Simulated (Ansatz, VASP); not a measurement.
EuO: VASP beside Ansatz

```
CELL_PARAMETERS angstrom
0.00000 2.58817 2.58817
2.58817 0.00000 2.58817
2.58817 2.58817 0.00000
ATOMIC_POSITIONS crystal
Eu 0.00000 0.00000 0.00000
O 0.50000 0.50000 0.50000
```

Alike in both runs: functional PBE; k mesh 12 × 12 × 12; occupations gaussian, width 0.01 eV; collinear spin; Hubbard terms Eu f U = 6.0 eV.

Ansatz relaxed the structure, and its values are those at the end. VASP's run is a single point on that final structure, the one shown.

|  | VASP | Ansatz |
| --- | --- | --- |
| version | VASP 6.6.1 | Ansatz 0.2.0 |
| potentials or method | VASP PAW PBE potentials, release 64 (Eu, O), cutoff 600 eV | scalar-relativistic, plane waves, PAW |
| valence electrons in the cell | 23 | 23 |

Ansatz gave:

| Item | Value |
| --- | --- |
| gap on the k mesh at the Fermi level (eV) | 0.39 |
| least direct gap on the mesh (eV) | 0.62 |
| pressure (GPa) | 0.0 |
| net moment per atom (μB) | 3.50 |
| size of the moment on the site where the two differ most (μB) | 6.76 |

Question: Estimate VASP's values.

Answer: gap on the k mesh at the Fermi level (eV): 0.06; least direct gap on the mesh (eV): 0.23; pressure (GPa): -0.4; net moment per atom (μB): 3.50; size of the moment on the site where the two differ most (μB): 6.73.

Site moments also hang on the region over which each program counts them. The programs project onto different local orbitals, so the same U acts differently, and such runs can settle in different states.

Neither program's run includes spin-orbit coupling.
